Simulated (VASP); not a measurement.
The system is Ti.

```
Ti
1.0
    -1.64100    1.64100    1.65741
     1.64100   -1.64100    1.65741
     1.64100    1.64100   -1.65741
Ti
1
Direct
  0.00000 0.00000 0.00000
```

This cell differs from its parent crystal: zz strain of +1 %.

Base run:

* Program: VASP 6.6.1
* Functional: PBEsol
* Potentials or basis: VASP PAW PBE potentials, release 64 (Ti_sv)
* Cutoff: 400 eV
* k mesh: 14 × 14 × 14
* Occupations: fermi-dirac, width 0.05 eV
* Spin: no spin polarisation

Its results: band gap on the k mesh zero (bands 6 and 7 overlap by 1.57 eV); pressure -8.3 GPa.

Problem. The run is repeated on the same cell with these changes: cutoff from 400 eV to 520 eV; further incar settings from ALGO = Normal; EDIFF = 1e-08; NBANDS = 12 to ALGO = Normal; EDIFF = 1e-07; NBANDS = 12. What comes out?

Solution. Band gap on the k mesh zero (bands 6 and 7 overlap by 1.57 eV); pressure -7.7 GPa.

Caveats: the cell stands under tension; the PAW data sets were made with another functional, which shifts forces and pressure a little.
